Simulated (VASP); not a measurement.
# Nb2Te (P4/mmm) in VASP: notebook, part 2 of 2

VASP 6.6.1. Earlier steps stand in the parts before.

### 3 Single point, PBE

This run uses another cell than the first one, of 27.33 Å³/atom.

The input, INCAR:

```
PREC     = Accurate       # precision mode
ENCUT    = 520            # plane-wave cutoff, eV
EDIFF    = 1E-6           # SCF threshold, eV
ISMEAR   = 0              # smearing method
SIGMA    = 0.1            # smearing width, eV
LREAL    = False          # projectors in reciprocal space
LASPH    = True           # aspherical terms in the spheres
NELM     = 100            # most SCF steps
ALGO     = Normal         # electronic algorithm
ISIF     = 2              # what is computed and relaxed
LWAVE    = False          # write WAVECAR
LCHARG   = False          # write CHGCAR
GGA      = PE             # functional
NBANDS   = 23             # bands
```

The input, KPOINTS:

```
regular mesh
0
Gamma
  4 4 4
```

The input, POSCAR:

```
Nb2Te
1.0
    3.8717897400      0.0000000000      0.0000000000
    0.0000000000      3.8717897400      0.0000000000
    0.0000000000      0.0000000000      5.4684039800
Nb Te
2 1
Direct
    0.5000000000      0.5000000000      0.2712651400
    0.5000000000      0.5000000000      0.7287348600
    0.0000000000      0.0000000000      0.0000000000
```

Potentials or basis: VASP PAW PBE potentials, release 64 (Nb_sv, Te).

Launch:

```
$ cat potpaw_PBE.64/Nb_sv/POTCAR potpaw_PBE.64/Te/POTCAR > POTCAR
$ mpirun -np 1 vasp_std > vasp.out
```

OUTCAR:

```text
PREC = Accurate
   ENCUT = 520
   EDIFF = 1E-6
   ISMEAR = 0
   LREAL = False
   LASPH = True
   NELM = 100
   ISIF = 2
   GGA = PE

 ion  position               nearest neighbor table
   1  0.500  0.500  0.271-   2 2.50   2 2.97   3 3.11   3 3.11   3 3.11   3 3.11
   2  0.500  0.500  0.729-   1 2.50   1 2.97   3 3.11   3 3.11   3 3.11   3 3.11
   3  0.000  0.000  0.000-   1 3.11   2 3.11   1 3.11   2 3.11   1 3.11   2 3.11   1 3.11   2 3.11

  LATTYP: Found a simple tetragonal cell.
 ALAT       =     3.8717897400
 C/A-ratio  =     1.4123711119

  Lattice vectors:

[... 651 lines left out ...]
  FORCE on cell =-STRESS in cart. coord.  units (eV):
  Direction    XX          YY          ZZ          XY          YZ          ZX
  --------------------------------------------------------------------------------------
  -------------------------------------------------------------------------------------
  Total       -6.9393827     -6.9393827     -6.0375459      0.0000000      0.0000000      0.0000000
  in kB     -135.6273575   -135.6273575   -118.0013321      0.0000000      0.0000000      0.0000000
  external PRESSURE =    -129.7520157 kB  Pullay stress =       0.0000000 kB

 VOLUME and BASIS-vectors are now :
 -----------------------------------------------------------------------------
  energy-cutoff  :      520.00
  volume of cell :       81.98
      direct lattice vectors                 reciprocal lattice vectors
     3.871789740  0.000000000  0.000000000     0.258278488  0.000000000  0.000000000
     0.000000000  3.871789740  0.000000000     0.000000000  0.258278488  0.000000000
     0.000000000  0.000000000  5.468403980     0.000000000  0.000000000  0.182868713

 POSITION                                       TOTAL-FORCE (eV/Angst)
 -----------------------------------------------------------------------------------
      1.93589      1.93589      1.48339         0.000000      0.000000      1.118964
      1.93589      1.93589      3.98502        -0.000000      0.000000     -1.118964
      0.00000      0.00000      0.00000         0.000000     -0.000000      0.000000
 -----------------------------------------------------------------------------------
    total drift:                                0.000000      0.000000     -0.000000

  FREE ENERGIE OF THE ION-ELECTRON SYSTEM (eV)
  ---------------------------------------------------
  free  energy   TOTEN  =       -20.7711533171 eV

  energy  without entropy=      -20.7295514365  energy(sigma->0) =      -20.75035238
```

OSZICAR:

```text
N       E                     dE             d eps       ncg     rms          rms(c)
DAV:   1     0.317637241338E+03    0.31764E+03   -0.16248E+04   844   0.131E+03
DAV:   2     0.601689179980E+01   -0.31162E+03   -0.29829E+03  1067   0.484E+02
DAV:   3    -0.199540933462E+02   -0.25971E+02   -0.24898E+02  1545   0.100E+02
DAV:   4    -0.216832835405E+02   -0.17292E+01   -0.16708E+01  1237   0.215E+01
DAV:   5    -0.217708797786E+02   -0.87596E-01   -0.86987E-01  1416   0.495E+00    0.842E+00
DAV:   6    -0.208506741601E+02    0.92021E+00   -0.15776E+00  1218   0.103E+01    0.346E+00
DAV:   7    -0.207719756208E+02    0.78699E-01   -0.35716E-01  1412   0.424E+00    0.121E+00
DAV:   8    -0.207709580436E+02    0.10176E-02   -0.25635E-02  1183   0.112E+00    0.645E-01
DAV:   9    -0.207709351645E+02    0.22879E-04   -0.57650E-03  1214   0.558E-01    0.254E-01
DAV:  10    -0.207711487944E+02   -0.21363E-03   -0.80822E-04  1322   0.232E-01    0.124E-01
DAV:  11    -0.207711566663E+02   -0.78718E-05   -0.15635E-04  1261   0.968E-02    0.204E-02
DAV:  12    -0.207711552707E+02    0.13955E-05   -0.11073E-05  1212   0.251E-02    0.636E-03
DAV:  13    -0.207711530853E+02    0.21854E-05   -0.14377E-06   718   0.146E-02    0.315E-03
DAV:  14    -0.207711533171E+02   -0.23176E-06   -0.22955E-07   666   0.572E-03
   1 F= -.20771153E+02 E0= -.20750352E+02  d E =-.416019E-01
```

Run time: 42 s. Hardware: 1 thread of Intel Xeon Platinum 8259CL at 2.50GHz (Skylake/Cascade Lake), shared host; peak memory 0.19 GiB.

What came out:

* Free energy: -20.7712 eV
* Pressure: -13.0 GPa
* Largest force: 1.119 eV/Å
* Band gap on the k mesh: zero (bands 16 and 17 overlap by 0.75 eV)

Forces in eV/Å, atoms in the order of the input:
```
Nb   0.000  0.000  1.119
Nb   0.000  0.000 -1.119
Te   0.000  0.000  0.000
```

Levels at points of the mesh, in eV from the Fermi level:
```csv
k point,band 14,band 15,band 16,band 17,band 18,band 19
"(0.00, 0.00, 0.00)",-2.03,-1.59,-0.27,0.29,0.33,0.33
"(0.50, 0.00, 0.00)",-2.22,-1.40,-0.61,0.24,0.50,2.22
"(0.50, 0.50, 0.00)",-1.08,-1.08,-0.02,1.21,1.78,1.93
"(0.00, 0.00, 0.50)",-1.25,-0.22,-0.15,-0.15,-0.13,0.65
"(0.50, 0.00, 0.50)",-1.30,-0.22,-0.06,-0.01,0.05,0.43
"(0.50, 0.50, 0.50)",-1.06,-0.23,0.08,1.28,1.42,1.69
```

Caveat: the k points lie up to 0.41 Å⁻¹ apart, too coarse for converged energies and pressures of a metal; spin-orbit coupling is left out, which moves the levels of the heavy elements; forces of over 1 eV/Å act on the atoms, so gaps and moduli don't describe the material at rest.
